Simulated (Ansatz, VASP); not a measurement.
# One calculation of LaSiO, two programs

```
La Si O
1.0
     4.19562    0.00000    0.00000
     0.00000    4.19562    0.00000
     0.00000    0.00000    3.77812
La Si O
1 1 1
Cartesian
  2.0978 2.0978 0.0000
  0.0000 0.0000 0.0000
  0.0000 0.0000 1.8891
```

Alike in both runs: task relaxation of cell and atoms; functional PBE; k mesh 12 × 12 × 12; occupations gaussian, width 0.1 eV; no spin polarisation.

|  | VASP | Ansatz |
| --- | --- | --- |
| version | VASP 6.6.1 | Ansatz 0.2.0 |
| potentials or method | VASP PAW PBE potentials, release 64 (La, Si, O), cutoff 600 eV | scalar-relativistic, plane waves, PAW |
| valence electrons in the cell | 21 | 21 |

Ansatz gave:

* gap on the k mesh at the Fermi level, each at its own relaxed structure (eV): none
* relaxed volume (Å³/atom): 22.21
* relaxed length of the cell vector where the two differ most in proportion (Å): 4.204

Problem. Which values does VASP return?

Solution. gap on the k mesh at the Fermi level, each at its own relaxed structure (eV): none; relaxed volume (Å³/atom): 22.18; relaxed length of the cell vector where the two differ most in proportion (Å): 4.199.

A gap of «none» marks a metal or a gap that the smearing closes.

Spin-orbit coupling is off throughout.
